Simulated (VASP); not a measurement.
# Be (P6_3/mmc) in VASP: a series of runs

Be is run at these levels: PBEsol; tasks: single point.

Everything below comes from runs of VASP 6.6.1. Logs are shortened: lines on timing, memory, paths and dates and some standing lists are left out, and cuts for length are marked.

**1. The cell of the first run**

The structure is hexagonal, space group P6_3/mmc (No. 194). The conventional cell has a = 2.414 Å, b = 2.414 Å, c = 3.691 Å, α = 90.00°, β = 90.00°, γ = 120.00°. Within 3.1 Å of Be (site symmetry -6m2) lie 12 Be at 2.31 to 2.41 Å.

**2. Single point, PBEsol (strain +0.050 along x and y, +0.025 along z)**

File INCAR:

```
SYSTEM = Be
PREC = Accurate
ENCUT = 520
EDIFF = 1E-6
ISMEAR = 0
SIGMA = 0.15
LREAL = .FALSE.
LASPH = .TRUE.
NELM = 100
ALGO = Fast
ISIF = 2
LWAVE = .FALSE.
LCHARG = .FALSE.
GGA = PS
NBANDS = 9
```

File KPOINTS:

```
Automatic mesh
0
G
  24 24 14
  0 0 0
```

File POSCAR:

```
Be
1.0
    2.4144770842      0.0000000000      0.0000000000
   -1.2072385421      2.0909984917      0.0000000000
    0.0000000000      0.0000000000      3.6909225000
Be
2
Direct
    0.3333333333      0.6666666667      0.2500000000
    0.6666666667      0.3333333333      0.7500000000
```

Potentials or basis: VASP PAW PBE potentials, release 64 (Be).

On the command line:

```sh
> cat potpaw_PBE.64/Be/POTCAR > POTCAR
> mpirun -np 1 vasp_std > vasp.out
```

OUTCAR:

```text
SYSTEM = Be
   PREC = Accurate
   ENCUT = 520
   EDIFF = 1E-6
   ISMEAR = 0
   LREAL = .FALSE.
   LASPH = .TRUE.
   NELM = 100
   ISIF = 2
   GGA = PS

 ion  position               nearest neighbor table
   1  0.333  0.667  0.250-   2 2.31   2 2.31   2 2.31   2 2.31   2 2.31   2 2.31
   2  0.667  0.333  0.750-   1 2.31   1 2.31   1 2.31   1 2.31   1 2.31   1 2.31

  LATTYP: Found a hexagonal cell.
 ALAT       =     2.4144770842
 C/A-ratio  =     1.5286632970

  Lattice vectors:

 A1 = (   2.4144770842,   0.0000000000,   0.0000000000)
 A2 = (  -1.2072385421,   2.0909984917,   0.0000000000)
 A3 = (   0.0000000000,   0.0000000000,   3.6909225000)

Analysis of symmetry for initial positions (statically):
=====================================================================
 Subroutine PRICEL returns:
 Original cell was already a primitive cell.

 Routine SETGRP: Setting up the symmetry group for a
 hexagonal supercell.

 Subroutine GETGRP returns: Found 24 space group operations
 (whereof 12 operations were pure point group operations)
 out of a pool of 24 trial point group operations.

The static configuration has the point symmetry D_3d.
 The point group associated with its full space group is D_6h.

Analysis of symmetry for dynamics (positions and initial velocities):
=====================================================================
 Subroutine PRICEL returns:
 Original cell was already a primitive cell.

 Routine SETGRP: Setting up the symmetry group for a
 hexagonal supercell.

 Subroutine GETGRP returns: Found 24 space group operations
 (whereof 12 operations were pure point group operations)
 out of a pool of 24 trial point group operations.

The dynamic configuration has the point symmetry D_3d.
 The point group associated with its full space group is D_6h.

 Subroutine INISYM returns: Found 24 space group operations
 (whereof 12 operations are pure point group operations),
 and found     1 'primitive' translations

----------------------------------------------------------------------------------------

                                     Primitive cell

  volume of cell :      18.6342

  direct lattice vectors                    reciprocal lattice vectors
     2.414477084  0.000000000  0.000000000     0.414168354  0.239120211  0.000000000
    -1.207238542  2.090998492  0.000000000     0.000000000  0.478240421  0.000000000
     0.000000000  0.000000000  3.690922500     0.000000000  0.000000000  0.270934976

  length of vectors
     2.414477084  2.414477084  3.690922500     0.478240421  0.478240421  0.270934976

  position of ions in fractional coordinates (direct lattice)
     0.333333333  0.666666667  0.250000000
     0.666666667  0.333333333  0.750000000

  ion indices of the primitive-cell ions
   primitive index   ion index
                 1           1
                 2           2

----------------------------------------------------------------------------------------

 KPOINTS: Automatic mesh

Automatic generation of k-mesh.
 Grid dimensions read from file:
 generate k-points for:   24   24   14

 Generating k-lattice:

  Cartesian coordinates                     Fractional coordinates (reciprocal lattice)
     0.017257015  0.009963342  0.000000000     0.041666667  0.000000000  0.000000000
     0.000000000  0.019926684  0.000000000     0.000000000  0.041666667  0.000000000
     0.000000000  0.000000000  0.019352498     0.000000000  0.000000000  0.071428571

  Length of vectors
     0.019926684  0.019926684  0.019352498

  Shift w.r.t. Gamma in fractional coordinates (k-lattice)
     0.000000000  0.000000000  0.000000000

 Subroutine IBZKPT returns following result:
 ===========================================

 Found    488 irreducible k-points:

 Following reciprocal coordinates:
            Coordinates               Weight
  0.000000  0.000000  0.000000      1.000000
  0.041667  0.000000  0.000000      6.000000
  0.083333  0.000000  0.000000      6.000000
  0.125000  0.000000  0.000000      6.000000
  0.166667  0.000000  0.000000      6.000000
  0.208333  0.000000  0.000000      6.000000
[... 16 lines left out ...]
  0.416667  0.041667  0.000000     12.000000
  0.458333  0.041667  0.000000     12.000000
 [... further k-points ...]
   k-points           NKPTS =    488   k-points in BZ     NKDIM =    488   number of bands    NBANDS=      9
   number of dos      NEDOS =    301   number of ions     NIONS =      2
   total plane-waves  NPLWV =   9072
   dimension x,y,z NGX =    18 NGY =   18 NGZ =   28
   dimension x,y,z NGXF=    36 NGYF=   36 NGZF=   56
   ions per type =               2
   NGX,Y,Z   is equivalent  to a cutoff of  12.39, 12.39, 12.61 a.u.
   NGXF,Y,Z  is equivalent  to a cutoff of  24.79, 24.79, 25.22 a.u.
 SYSTEM =  Be
   PREC   = accura    normal or accurate (medium, high low for compatibility)
   ISTART =      0    job   : 0-new  1-cont  2-samecut
   ICHARG =      2    charge: 1-file 2-atom 10-const
   ISPIN  =      1    spin polarized calculation?
   LNONCOLLINEAR =      F non collinear calculations
   LSORBIT =      F    spin-orbit coupling
   LASPH  =      T    aspherical Exc in radial PAW
   ENCUT  =  520.0 eV  38.22 Ry    6.18 a.u.   4.49  4.49  6.86*2*pi/ulx,y,z
   NELM   =    100;   NELMIN=  2; NELMDL= -5     # of ELM steps
   EDIFF  = 0.1E-05   stopping-criterion for ELM
   LREAL  =      F    real-space projection
   EDIFFG = 0.1E-04   stopping-criterion for IOM
   NSW    =      0    number of steps for IOM
   IBRION =     -1    ionic relax: 0-MD 1-quasi-New 2-CG
   NFREE  =      0    steps in history (QN), initial steepest desc. (CG)
   ISIF   =      2    stress and relaxation
   ISYM   =      2    0-nonsym 1-usesym 2-fastsym
   POTIM  = 0.5000    time-step for ionic-motion
   TEBEG  =    0.0;   TEEND  =   0.0 temperature during run
   PSTRESS=    0.0 pullay stress
   NELECT =       4.0000    total number of electrons
   NUPDOWN=      -1.0000    fix difference up-down
   EMIN   =  10.00;   EMAX   =-10.00  energy-range for DOS
   EFERMI =   0.00;   METHOD = LEGACY
   ISMEAR =     0;   SIGMA  =   0.15  broadening in eV -4-tet -1-fermi 0-gaus
   EFERMI_NEDOS =   21; number of points for ismear=-14 and -15
   IALGO  =     68    algorithm
   IMIX   =      4    mixing-type and parameters
     AMIX     =   0.40;   BMIX     =  1.00
     AMIX_MAG =   1.60;   BMIX_MAG =  1.00
  volume/ion in A,a.u.               =       9.32        62.88
  Fermi-wavevector in a.u.,A,eV,Ry     =   0.980222  1.852350 13.072944  0.960834
  Thomas-Fermi vector in A             =   2.111135
   LORBIT       =      0    0 simple, 1 ext, 2 COOP (PROOUT), +10 PAW based schemes
   GGA     = PS    functional components
   LHFCALC =     F    Hartree Fock is set to
   AEXX    =    0.0000 exact exchange contribution
   IVDW    =     0    specifies the selected vdW correction
   LEPSILON=     F    determine dielectric tensor
   LRPA    =     F    only Hartree local field effects (RPA)
 non-spin polarized calculation
 RMM-DIIS sequential band-by-band and
 Gauss-broadening in eV      SIGMA  =   0.15
  energy-cutoff  :      520.00
  volume of cell :       18.63
 maximum number of plane-waves:       523
 NGX is ok and might be reduce to    18
   NGX =  9   NGY =  9   NGZ = 13

 number of electron       4.0000000 magnetization

 Free energy of the ion-electron system (eV)
  ---------------------------------------------------
  ext. energy  EPLUGINS =         0.00000000
  ---------------------------------------------------
  free energy    TOTEN  =        -7.82948871 eV

  energy without entropy =       -7.82723457  energy(sigma->0) =       -7.82836164

 E-fermi :   5.6643     XC(G=0): -10.0811

 val. band max:        5.6473707459   @ k =   0.3333   0.2917   0.3571
 cond. band min:       5.6959187194   @ k =   0.3333   0.0000   0.0000
 fundamental gap:      0.0485479735
 Fermi energy:         5.6643354313

 k-point     1 :       0.0000    0.0000    0.0000
  band No.  band energies     occupation
      1      -4.7098      2.00000
      2       2.0959      2.00000
      3       6.8433      0.00000
      4      19.2751      0.00000
      5      19.2751      0.00000
      6      21.9552      0.00000
      7      21.9552      0.00000
      8      24.5549      0.00000
      9      29.8889      0.00000

 k-point     2 :       0.0417    0.0000    0.0000
  band No.  band energies     occupation
      1      -4.6640      2.00000
      2       2.1531      2.00000
      3       6.8610      0.00000
      4      18.9092      0.00000
      5      19.0009      0.00000
      6      21.9607      0.00000
      7      22.1170      0.00000
      8      24.4475      0.00000
      9      28.9261      0.00000

 k-point     3 :       0.0833    0.0000    0.0000
  band No.  band energies     occupation
      1      -4.5265      2.00000
      2       2.3243      2.00000
      3       6.9124      0.00000
      4      17.9439      0.00000
      5      18.3689      0.00000
      6      21.9446      0.00000
      7      22.3959      0.00000
      8      24.1076      0.00000
      9      27.5813      0.00000

 k-point     4 :       0.1250    0.0000    0.0000
  band No.  band energies     occupation
      1      -4.2973      2.00000
      2       2.6094      2.00000
      3       6.9909      0.00000
      4      16.6276      0.00000
      5      17.6174      0.00000
      6      21.8637      0.00000
      7      22.5392      0.00000
      8      23.4899      0.00000
      9      26.1235      0.00000
[... 205 lines left out ...]
 k-point    22 :       0.3750    0.0417    0.0000
  band No.  band energies     occupation
      1      -0.5709      2.00000
      2       4.8335      2.00000
      3       7.1443      0.00000
      4      11.1023      0.00000
      5      13.5631      0.00000
      6      14.3518      0.00000
      7      16.5491      0.00000
      8      20.8144      0.00000
      9      22.6639      0.00000

 k-point    23 :       0.4167    0.0417    0.0000
  band No.  band energies     occupation
      1       0.2877      2.00000
      2       3.7723      2.00000
      3       8.1305      0.00000
      4      11.4364      0.00000
      5      12.9826      0.00000
      6      13.2232      0.00000
      7      15.7939      0.00000
      8      20.6568      0.00000
      9      22.6283      0.00000

 k-point    24 :       0.4583    0.0417    0.0000
  band No.  band energies     occupation
      1       1.0790      2.00000
      2       2.8637      2.00000
      3       8.9441      0.00000
      4      11.7602      0.00000
      5      11.9746      0.00000
      6      12.9521      0.00000
      7      15.3727      0.00000
      8      20.5763      0.00000
      9      22.6127      0.00000

 [... further k-points ...]
[... 5 lines left out ...]
  --------------------------------------------------------------------------------------
  -------------------------------------------------------------------------------------
  Total       -1.9945694     -1.9945694     -1.4419149      0.0000000     -0.0000000      0.0000000
  in kB     -171.4936368   -171.4936367   -123.9762476      0.0000000     -0.0000000      0.0000000
  external PRESSURE =    -155.6545070 kB  Pullay stress =       0.0000000 kB

 VOLUME and BASIS-vectors are now :
 -----------------------------------------------------------------------------
  energy-cutoff  :      520.00
  volume of cell :       18.63
      direct lattice vectors                 reciprocal lattice vectors
     2.414477084  0.000000000  0.000000000     0.414168354  0.239120211  0.000000000
    -1.207238542  2.090998492  0.000000000     0.000000000  0.478240421  0.000000000
     0.000000000  0.000000000  3.690922500     0.000000000  0.000000000  0.270934976

 POSITION                                       TOTAL-FORCE (eV/Angst)
 -----------------------------------------------------------------------------------
     -0.00000      1.39400      0.92273        -0.000000      0.000000      0.000000
      1.20724      0.69700      2.76819         0.000000      0.000000      0.000000
 -----------------------------------------------------------------------------------
    total drift:                                0.000000     -0.000000      0.000000

  FREE ENERGIE OF THE ION-ELECTRON SYSTEM (eV)
  ---------------------------------------------------
  free  energy   TOTEN  =        -7.8294887076 eV

  energy  without entropy=       -7.8272345690  energy(sigma->0) =       -7.82836164
```

It took 27 s on 1 thread of AMD EPYC 9R45 (Zen 5), shared host; peak memory 0.14 GiB.

Results:

```yaml
Free_energy: -7.8295 eV
Pressure: -15.6 GPa
Band_gap_on_the_k_mesh: zero (band 2 reaches 6.65 eV, above the bottom of band 3 at 4.59 eV)
```

Stress tensor (GPa, compression positive):
```
-17.15   0.00   0.00
  0.00 -17.15   0.00
  0.00   0.00 -12.40
```

Caveat: the cell differs from its parent crystal (strain +0.050 along x and y, +0.025 along z); the PAW data sets were made with another functional, which shifts forces and pressure a little.

**3. Single point, PBEsol (strain +0.050 along x and y, +0.050 along z)**

File INCAR:

```
SYSTEM = Be
  PREC = Accurate
  ENCUT = 520
  EDIFF = 1E-6
  ISMEAR = 0
  SIGMA = 0.15
  LREAL = .False.
  LASPH = .True.
  NELM = 80
  ALGO = Normal
  ISIF = 2
  LWAVE = .False.
  LCHARG = .True.
  GGA = PS
  LELF = .True.
  LVHAR = .True.
  NBANDS = 9
```

File KPOINTS:

```
regular mesh
0
Gamma
  24 24 14
  0 0 0
```

POSCAR: that of step 2 with these lines changed.

```diff
@@ -4,3 +4,3 @@
    -1.2072385421      2.0909984917      0.0000000000
-    0.0000000000      0.0000000000      3.6909225000
+    0.0000000000      0.0000000000      3.7809450000
 Be
```

Potentials or basis: VASP PAW PBE potentials, release 64 (Be).

On the command line:

```sh
> cat potpaw_PBE.64/Be/POTCAR > POTCAR
> mpirun -np 1 vasp_std > vasp.out
```

It took 27 s on 1 thread of AMD EPYC 9R45 (Zen 5), shared host; peak memory 0.15 GiB.

The run converged. Its results:

| Item | Value |
| --- | --- |
| Free energy | -7.7861 eV |
| Pressure | -17.4 GPa |
| Band gap on the k mesh | zero (band 2 reaches 6.48 eV, above the bottom of band 3 at 4.55 eV) |

Stress tensor (GPa, compression positive):
```
-17.01   0.00   0.00
  0.00 -17.01   0.00
  0.00   0.00 -18.15
```

Levels at points of the mesh, in eV from the Fermi level:
```tsv
k point	band 1	band 2	band 3	band 4	band 5	band 6	band 7
(0.00, 0.00, 0.00)	-10.31	-3.76	0.66	13.71	13.71	16.22	16.22
(0.50, 0.00, 0.00)	-4.37	-2.96	3.23	5.67	5.88	8.10	8.68
(0.00, 0.00, 0.50)	-8.30	-8.30	9.41	9.41	15.13	15.13	15.13
(0.50, 0.00, 0.50)	-3.10	-3.10	1.04	1.04	10.39	10.39	13.33
```

Caveat: the cell differs from its parent crystal (strain +0.050 along x and y, +0.050 along z); the PAW data sets were made with another functional, which shifts forces and pressure a little.
